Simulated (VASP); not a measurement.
# SrO (Cmcm) in VASP: a series of runs

The runs below take SrO through single point, with PBE, r2SCAN.

Program: VASP 6.6.1. These are calculated values, not measurements. Logs are shortened: lines on timing, memory, paths and dates and some standing lists are left out, and cuts for length are marked.

## Step 1: The cell of the first run

Symmetry: Cmcm, No. 63, orthorhombic system. The conventional cell has a = 4.109 Å, b = 7.396 Å, c = 5.144 Å, α = 90.00°, β = 90.00°, γ = 90.00°. Sr (site symmetry m2m) has 5 O at 2.42 to 2.57 Å within 3.2 Å. Within 3.2 Å of O (site symmetry m2m) lie 5 Sr at 2.42 to 2.57 Å.

## Step 2: Single point, PBE (uniaxial x strain -3.8%)

The input, INCAR:

```
SYSTEM = SrO
PREC = Accurate
ENCUT = 520
EDIFF = 1E-7
ISMEAR = -1
SIGMA = 0.02
LREAL = .FALSE.
LASPH = .TRUE.
NELM = 100
ALGO = Normal
ISIF = 2
LWAVE = .FALSE.
LCHARG = .FALSE.
GGA = PE
NBANDS = 24
```

The input, KPOINTS:

```
Automatic mesh
0
G
  12 12 6
  0 0 0
```

The input, POSCAR:

```
SrO
1.0
    4.1094723339      0.0000000000      0.0000000000
   -2.0547361670      3.6979503713      0.0000000000
    0.0000000000      0.0000000000      5.1444569642
Sr O
2 2
Direct
    0.3367216022      0.6734432045      0.2500000000
    0.6632783978      0.3265567955      0.7500000000
    0.6647453949      0.3294907898      0.2500000000
    0.3352546051      0.6705092102      0.7500000000
```

Potentials or basis: VASP PAW PBE potentials, release 64 (Sr_sv, O).

Run with:

```sh
$ cat potpaw_PBE.64/Sr_sv/POTCAR potpaw_PBE.64/O/POTCAR > POTCAR
$ mpirun -np 1 vasp_std > vasp.out
```

OUTCAR:

```text
SYSTEM = SrO
   PREC = Accurate
   ENCUT = 520
   EDIFF = 1E-7
   ISMEAR = -1
   LREAL = .FALSE.
   LASPH = .TRUE.
   NELM = 100
   ISIF = 2
   GGA = PE

 ion  position               nearest neighbor table
   1  0.337  0.673  0.250-   3 2.42   3 2.42   3 2.43   4 2.57   4 2.57   2 3.53   2 3.53   2 3.53
                             2 3.53   2 3.53   2 3.53
   2  0.663  0.327  0.750-   4 2.42   4 2.42   4 2.43   3 2.57   3 2.57   1 3.53   1 3.53   1 3.53
                             1 3.53   1 3.53   1 3.53
   3  0.665  0.329  0.250-   1 2.42   1 2.42   1 2.43   2 2.57   2 2.57
   4  0.335  0.671  0.750-   2 2.42   2 2.42   2 2.43   1 2.57   1 2.57

  LATTYP: Found a base centered orthorhombic cell.
 ALAT       =     4.1094723339
 B/A-ratio  =     1.7997202905
 C/A-ratio  =     1.2518534124

  Lattice vectors:

 A1 = (   2.0547361670,  -3.6979503713,   0.0000000000)
 A2 = (   2.0547361669,   3.6979503713,   0.0000000000)
 A3 = (   0.0000000000,   0.0000000000,   5.1444569642)

Analysis of symmetry for initial positions (statically):
=====================================================================
 Subroutine PRICEL returns:
 Original cell was already a primitive cell.

 Routine SETGRP: Setting up the symmetry group for a
 base centered orthorhombic supercell.

 Subroutine GETGRP returns: Found  8 space group operations
 (whereof  4 operations were pure point group operations)
 out of a pool of  8 trial point group operations.

The static configuration has the point symmetry C_2h.
 The point group associated with its full space group is D_2h.

Analysis of symmetry for dynamics (positions and initial velocities):
=====================================================================
 Subroutine PRICEL returns:
 Original cell was already a primitive cell.

 Routine SETGRP: Setting up the symmetry group for a
 base centered orthorhombic supercell.

 Subroutine GETGRP returns: Found  8 space group operations
 (whereof  4 operations were pure point group operations)
 out of a pool of  8 trial point group operations.

The dynamic configuration has the point symmetry C_2h.
 The point group associated with its full space group is D_2h.

 Subroutine INISYM returns: Found  8 space group operations
 (whereof  4 operations are pure point group operations),
 and found     1 'primitive' translations

----------------------------------------------------------------------------------------

                                     Primitive cell

  volume of cell :      78.1784

  direct lattice vectors                    reciprocal lattice vectors
     4.109472334  0.000000000  0.000000000     0.243340244  0.135210035  0.000000000
    -2.054736167  3.697950371  0.000000000     0.000000000  0.270420070  0.000000000
     0.000000000  0.000000000  5.144456964     0.000000000  0.000000000  0.194383976

  length of vectors
     4.109472334  4.230458328  5.144456964     0.278381443  0.270420070  0.194383976

  position of ions in fractional coordinates (direct lattice)
     0.336721602  0.673443205  0.250000000
     0.663278398  0.326556795  0.750000000
     0.664745395  0.329490790  0.250000000
     0.335254605  0.670509210  0.750000000

  ion indices of the primitive-cell ions
   primitive index   ion index
                 1           1
                 2           2
                 3           3
                 4           4

----------------------------------------------------------------------------------------

 KPOINTS: Automatic mesh

Automatic generation of k-mesh.
 Grid dimensions read from file:
 generate k-points for:   12   12    6

 Generating k-lattice:

  Cartesian coordinates                     Fractional coordinates (reciprocal lattice)
     0.020278354  0.011267503  0.000000000     0.083333333  0.000000000  0.000000000
     0.000000000  0.022535006  0.000000000     0.000000000  0.083333333  0.000000000
     0.000000000  0.000000000  0.032397329     0.000000000  0.000000000  0.166666667

  Length of vectors
     0.023198454  0.022535006  0.032397329

  Shift w.r.t. Gamma in fractional coordinates (k-lattice)
     0.000000000  0.000000000  0.000000000

 Subroutine IBZKPT returns following result:
 ===========================================

 Found    172 irreducible k-points:

 Following reciprocal coordinates:
            Coordinates               Weight
  0.000000  0.000000  0.000000      1.000000
  0.083333  0.000000  0.000000      4.000000
  0.166667  0.000000  0.000000      4.000000
  0.250000  0.000000  0.000000      4.000000
  0.333333  0.000000  0.000000      4.000000
  0.416667  0.000000  0.000000      4.000000
[... 16 lines left out ...]
  0.333333  0.166667  0.000000      4.000000
  0.416667  0.166667  0.000000      4.000000
 [... further k-points ...]
   k-points           NKPTS =    172   k-points in BZ     NKDIM =    172   number of bands    NBANDS=     24
   number of dos      NEDOS =    301   number of ions     NIONS =      4
   total plane-waves  NPLWV =  40960
   dimension x,y,z NGX =    32 NGY =   32 NGZ =   40
   dimension x,y,z NGXF=    64 NGYF=   64 NGZF=   80
   ions per type =               2   2
   NGX,Y,Z   is equivalent  to a cutoff of  12.95, 12.58, 12.93 a.u.
   NGXF,Y,Z  is equivalent  to a cutoff of  25.89, 25.15, 25.85 a.u.
 SYSTEM =  SrO
   PREC   = accura    normal or accurate (medium, high low for compatibility)
   ISTART =      0    job   : 0-new  1-cont  2-samecut
   ICHARG =      2    charge: 1-file 2-atom 10-const
   ISPIN  =      1    spin polarized calculation?
   LNONCOLLINEAR =      F non collinear calculations
   LSORBIT =      F    spin-orbit coupling
   LASPH  =      T    aspherical Exc in radial PAW
   ENCUT  =  520.0 eV  38.22 Ry    6.18 a.u.   7.64  7.87  9.57*2*pi/ulx,y,z
   NELM   =    100;   NELMIN=  2; NELMDL= -5     # of ELM steps
   EDIFF  = 0.1E-06   stopping-criterion for ELM
   LREAL  =      F    real-space projection
   EDIFFG = 0.1E-05   stopping-criterion for IOM
   NSW    =      0    number of steps for IOM
   IBRION =     -1    ionic relax: 0-MD 1-quasi-New 2-CG
   NFREE  =      0    steps in history (QN), initial steepest desc. (CG)
   ISIF   =      2    stress and relaxation
   ISYM   =      2    0-nonsym 1-usesym 2-fastsym
   POTIM  = 0.5000    time-step for ionic-motion
   TEBEG  =    0.0;   TEEND  =   0.0 temperature during run
   PSTRESS=    0.0 pullay stress
   NELECT =      32.0000    total number of electrons
   NUPDOWN=      -1.0000    fix difference up-down
   EMIN   =  10.00;   EMAX   =-10.00  energy-range for DOS
   EFERMI =   0.00;   METHOD = LEGACY
   ISMEAR =    -1;   SIGMA  =   0.02  broadening in eV -4-tet -1-fermi 0-gaus
   EFERMI_NEDOS =   21; number of points for ismear=-14 and -15
   IALGO  =     38    algorithm
   IMIX   =      4    mixing-type and parameters
     AMIX     =   0.40;   BMIX     =  1.00
     AMIX_MAG =   1.60;   BMIX_MAG =  1.00
  volume/ion in A,a.u.               =      19.54       131.89
  Fermi-wavevector in a.u.,A,eV,Ry     =   1.215521  2.297002 20.102502  1.477492
  Thomas-Fermi vector in A             =   2.350906
   LORBIT       =      0    0 simple, 1 ext, 2 COOP (PROOUT), +10 PAW based schemes
   GGA     = PE    functional components
[... 5 lines left out ...]
 non-spin polarized calculation
  energy-cutoff  :      520.00
  volume of cell :       78.18
 maximum number of plane-waves:      2140
   NGX = 15   NGY = 15   NGZ = 19

 number of electron      32.0000008 magnetization

 Free energy of the ion-electron system (eV)
  ---------------------------------------------------
  ext. energy  EPLUGINS =         0.00000000
  ---------------------------------------------------
  free energy    TOTEN  =       -23.82577789 eV

  energy without entropy =      -23.82577789  energy(sigma->0) =      -23.82577789

 E-fermi :   1.4161     XC(G=0):  -9.1317

 val. band max:        0.8966928616   @ k =   0.3333   0.3333   0.0000
 cond. band min:       3.7136014523   @ k =   0.0000   0.0000   0.0000
 fundamental gap:      2.8169085907
 Fermi energy:         1.4160827799

 k-point     1 :       0.0000    0.0000    0.0000
  band No.  band energies     occupation
      1     -31.3286      2.00000
      2     -31.1386      2.00000
      3     -14.1673      2.00000
      4     -14.1515      2.00000
      5     -13.9414      2.00000
      6     -13.4776      2.00000
[... 16 lines left out ...]
     23       9.9487      0.00000
     24      10.0457      0.00000

 k-point     2 :       0.0833    0.0000    0.0000
  band No.  band energies     occupation
      1     -31.3241      2.00000
      2     -31.1398      2.00000
      3     -14.3384      2.00000
      4     -14.2853      2.00000
      5     -13.9254      2.00000
      6     -13.4864      2.00000
[... 16 lines left out ...]
     23       9.4874      0.00000
     24      10.0729      0.00000

 k-point     3 :       0.1667    0.0000    0.0000
  band No.  band energies     occupation
      1     -31.3112      2.00000
      2     -31.1435      2.00000
      3     -14.6362      2.00000
      4     -14.5529      2.00000
      5     -13.8790      2.00000
      6     -13.5197      2.00000
[... 16 lines left out ...]
     23       9.4410      0.00000
     24       9.8700      0.00000

 k-point     4 :       0.2500    0.0000    0.0000
  band No.  band energies     occupation
      1     -31.2920      2.00000
      2     -31.1501      2.00000
      3     -14.9149      2.00000
      4     -14.8197      2.00000
      5     -13.8073      2.00000
      6     -13.5618      2.00000
[... 16 lines left out ...]
     23       9.5609      0.00000
     24       9.8851      0.00000

 k-point     5 :       0.3333    0.0000    0.0000
  band No.  band energies     occupation
      1     -31.2698      2.00000
      2     -31.1597      2.00000
      3     -15.1327      2.00000
      4     -15.0326      2.00000
      5     -13.7197      2.00000
      6     -13.6013      2.00000
[... 16 lines left out ...]
     23       9.5389      0.00000
     24       9.9257      0.00000

 k-point     6 :       0.4167    0.0000    0.0000
  band No.  band energies     occupation
      1     -31.2495      2.00000
      2     -31.1707      2.00000
      3     -15.2703      2.00000
      4     -15.1679      2.00000
      5     -13.6349      2.00000
      6     -13.6290      2.00000
[... 16 lines left out ...]
     23       9.8484      0.00000
     24       9.8816      0.00000
[... 379 lines left out ...]
 k-point    21 :       0.1667    0.1667    0.0000
  band No.  band energies     occupation
      1     -31.2826      2.00000
      2     -31.1557      2.00000
      3     -15.0284      2.00000
      4     -14.9478      2.00000
      5     -13.7680      2.00000
      6     -13.5985      2.00000
[... 16 lines left out ...]
     23       9.7818      0.00000
     24       9.8846      0.00000

 k-point    22 :       0.2500    0.1667    0.0000
  band No.  band energies     occupation
      1     -31.2614      2.00000
      2     -31.1658      2.00000
      3     -15.1879      2.00000
      4     -15.1147      2.00000
      5     -13.6827      2.00000
      6     -13.6626      2.00000
[... 16 lines left out ...]
     23       9.7345      0.00000
     24      10.0886      0.00000

 k-point    23 :       0.3333    0.1667    0.0000
  band No.  band energies     occupation
      1     -31.2410      2.00000
      2     -31.1775      2.00000
      3     -15.2920      2.00000
      4     -15.2216      2.00000
      5     -13.7083      2.00000
      6     -13.5959      2.00000
[... 16 lines left out ...]
     23       9.7218      0.00000
     24      10.0237      0.00000

 k-point    24 :       0.4167    0.1667    0.0000
  band No.  band energies     occupation
      1     -31.2307      2.00000
      2     -31.1840      2.00000
      3     -15.3273      2.00000
      4     -15.2568      2.00000
      5     -13.7241      2.00000
      6     -13.5500      2.00000
[... 16 lines left out ...]
     23       9.6372      0.00000
     24       9.9189      0.00000

 [... further k-points ...]
[... 5 lines left out ...]
  --------------------------------------------------------------------------------------
  -------------------------------------------------------------------------------------
  Total        2.7330939      2.4724810      1.7733561     -0.0000000      0.0000000      0.0000000
  in kB       56.0116617     50.6706959     36.3429231     -0.0000000      0.0000000      0.0000000
  external PRESSURE =      47.6750936 kB  Pullay stress =       0.0000000 kB

 VOLUME and BASIS-vectors are now :
 -----------------------------------------------------------------------------
  energy-cutoff  :      520.00
  volume of cell :       78.18
      direct lattice vectors                 reciprocal lattice vectors
     4.109472334  0.000000000  0.000000000     0.243340244  0.135210035  0.000000000
    -2.054736167  3.697950371  0.000000000     0.000000000  0.270420070  0.000000000
     0.000000000  0.000000000  5.144456964     0.000000000  0.000000000  0.194383976

 POSITION                                       TOTAL-FORCE (eV/Angst)
 -----------------------------------------------------------------------------------
     -0.00000      2.49036      1.28611        -0.000000      0.002170     -0.000000
      2.05474      1.20759      3.85834         0.000000     -0.002170     -0.000000
      2.05474      1.21844      1.28611         0.000000     -0.001693      0.000000
     -0.00000      2.47951      3.85834        -0.000000      0.001693     -0.000000
 -----------------------------------------------------------------------------------
    total drift:                                0.000000     -0.000000     -0.000000

  FREE ENERGIE OF THE ION-ELECTRON SYSTEM (eV)
  ---------------------------------------------------
  free  energy   TOTEN  =       -23.8257778870 eV

  energy  without entropy=      -23.8257778870  energy(sigma->0) =      -23.82577789
```

It took 3.9 min on 1 thread of Intel Xeon Platinum 8259CL at 2.50GHz (Skylake/Cascade Lake), shared host; peak memory 0.39 GiB.

Results:

| Quantity | Value |
| --- | --- |
| Free energy | -23.8258 eV |
| Pressure | 4.8 GPa |
| Band gap on the k mesh | 2.82 eV, indirect (the least direct gap lies 5.0 meV higher) |

Forces in eV/Å, atoms in the order of the input:
```
Sr   0.000  0.002  0.000
Sr   0.000 -0.002  0.000
O    0.000 -0.002  0.000
O    0.000  0.002  0.000
```

Stress tensor (GPa, compression positive):
```
5.60 0.00 0.00
0.00 5.07 0.00
0.00 0.00 3.63
```

Caveat: the cell differs from its parent crystal (uniaxial x strain -3.8%).

## Step 3: Single point, r2SCAN (uniaxial x strain -3.8%)

POSCAR is that of step 2.

The input, INCAR.step1:

```
ALGO = Normal
EDIFF = 1E-4
ENCUT = 520
GGA = PE
ISMEAR = 0
LASPH = T
LCHARG = F
LREAL = F
LWAVE = T
NBANDS = 24
NELM = 100
PREC = Accurate
SIGMA = 0.01
```

The input, INCAR.step2:

```
ALGO = Normal
EDIFF = 1E-7
ENCUT = 520
ISIF = 2
ISMEAR = 0
ISTART = 1
LASPH = T
LCHARG = T
LELF = T
LMIXTAU = T
LREAL = F
LVHAR = T
LWAVE = F
METAGGA = R2SCAN
NBANDS = 24
NELM = 100
PREC = Accurate
SIGMA = 0.01
```

The input, KPOINTS:

```
k-points
0
Gamma
  12 12 6
```

Potentials or basis: VASP PAW PBE potentials, release 64 (Sr_sv, O).

Run with:

```sh
$ cat potpaw_PBE.64/Sr_sv/POTCAR potpaw_PBE.64/O/POTCAR > POTCAR
$ cp INCAR.step1 INCAR
$ mpirun -np 1 vasp_std > vasp.out
$ cp INCAR.step2 INCAR
$ mpirun -np 1 vasp_std > vasp.out
```

Wall time 14 min (1 thread of Intel Xeon Platinum 8259CL at 2.50GHz (Skylake/Cascade Lake), shared host); peak memory 0.41 GiB.

It converged, with:

```
Free energy            : -53.7151 eV
Pressure               : 3.6 GPa
Largest force          : 0.005 eV/Å
Band gap on the k mesh : 3.20 eV, indirect (least direct gap 3.21 eV)
```

Forces on the atoms (eV/Å):
```
Sr   0.000  0.005  0.000
Sr   0.000 -0.005  0.000
O    0.000 -0.002  0.000
O    0.000  0.002  0.000
```

Stress tensor (GPa, compression positive):
```
4.60 0.00 0.00
0.00 4.04 0.00
0.00 0.00 2.01
```

Levels at points of the mesh, in eV from the valence-band top:
| k point | band 14 | band 15 | band 16 | band 17 | band 18 | band 19 |
| --- | --- | --- | --- | --- | --- | --- |
| (0.00, 0.00, 0.00) | -0.89 | -0.30 | -0.01 | 3.20 | 6.75 | 7.04 |
| (0.50, 0.00, 0.00) | -0.35 | -0.28 | -0.22 | 4.83 | 5.26 | 5.63 |
| (0.00, 0.50, 0.00) | -0.36 | -0.29 | -0.24 | 4.70 | 5.44 | 5.91 |
| (0.00, 0.00, 0.50) | -1.11 | -1.10 | -1.10 | 4.92 | 4.92 | 8.62 |
| (0.50, 0.00, 0.50) | -0.89 | -0.36 | -0.36 | 5.43 | 5.43 | 8.07 |
| (0.00, 0.50, 0.50) | -0.93 | -0.37 | -0.37 | 5.38 | 5.38 | 8.28 |

Caveat: the cell differs from its parent crystal (uniaxial x strain -3.8%); the PAW data sets were made with another functional, which shifts forces and pressure a little. A k mesh can miss the band edges.
